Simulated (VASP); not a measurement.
A run of VASP 6.6.1 is set up as follows.

Contents of INCAR:

```
SYSTEM = BN
  PREC = Accurate
  ENCUT = 520
  EDIFF = 1E-6
  ISMEAR = -1
  SIGMA = 0.01
  LREAL = .False.
  LASPH = .True.
  NELM = 80
  ALGO = Normal
  ISIF = 2
  LWAVE = .False.
  LCHARG = .False.
  GGA = PE
  NBANDS = 36
```

The input KPOINTS:

```
Automatic mesh
0
Gamma
  3 3 2
  0 0 0
```

The input POSCAR:

```
BN
1.0
    3.7325156433      2.1549689100      0.0000000000
   -3.7325156433      2.1549689100      0.0000000000
    0.0000000000      0.0000000000      6.4954828750
B N
6 6
Direct
    0.0000000000      0.6666666667      0.2500000000
    0.3333333333      0.3333333333      0.2500000000
    0.6666666667      0.0000000000      0.2500000000
    0.0000000000      0.3333333333      0.7500000000
    0.3333333333      0.0000000000      0.7500000000
    0.6666666667      0.6666666667      0.7500000000
    0.0000000000      0.6666666667      0.7500000000
    0.3333333333      0.3333333333      0.7500000000
    0.6666666667      0.0000000000      0.7500000000
    0.0000000000      0.3333333333      0.2500000000
    0.3333333333      0.0000000000      0.2500000000
    0.6666666667      0.6666666667      0.2500000000
```

Potentials or basis: VASP PAW PBE potentials, release 64 (B, N).

Run with:

```sh
$ cat potpaw_PBE.64/B/POTCAR potpaw_PBE.64/N/POTCAR > POTCAR
$ mpirun -np 1 vasp_std > vasp.out
```

Problem. Estimate the band gap on the k mesh.

Solution. 4.40 eV.

Problem. Estimate the pressure.

Solution. 8.7 GPa.

Stress tensor (GPa, compression positive):
```
11.35  0.00  0.00
 0.00 11.35  0.00
 0.00  0.00  3.53
```

Caveat: the k points lie up to 0.56 Å⁻¹ apart; this functional lacks dispersion, which binds the layers, so the pressure and a relaxed spacing across them are unreliable. A k mesh can miss the band edges.
